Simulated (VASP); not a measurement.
PbS, a slab with vacuum:

```
Pb S
1.0
     2.98386   -2.98289    0.00000
     2.98386    2.98289    0.00000
    -1.09868    0.00000   11.16784
Pb S
2 2
Direct
  0.22637 0.22637 0.37221
  0.77363 0.77363 0.62779
  0.72951 0.72951 0.38973
  0.27049 0.27049 0.61027
```

Base run:

| Item | Value |
| --- | --- |
| Program | VASP 6.6.1 |
| Functional | PBE |
| Potentials or basis | VASP PAW PBE potentials, release 64 (Pb_d, S) |
| Cutoff | 500 eV |
| k mesh | 4 × 4 × 2 |
| Occupations | fermi-dirac, width 0.1 eV |
| Spin | no spin polarisation |

Its results: band gap on the k mesh 2.05 eV (least direct gap 2.06 eV); largest force 0.133 eV/Å.

Q: The run is repeated on the same cell with these changes: functional from PBE to BLYP; occupations from fermi-dirac, width 0.1 eV to gaussian, width 0.1 eV. What comes out?

A: Band gap on the k mesh 1.95 eV (least direct gap 1.97 eV); largest force 0.486 eV/Å.

Caveats: spin-orbit coupling is left out, which moves the levels of the heavy elements; the PAW data sets were made with another functional, which shifts forces and pressure a little (at least some runs).

A k mesh can miss the band edges.
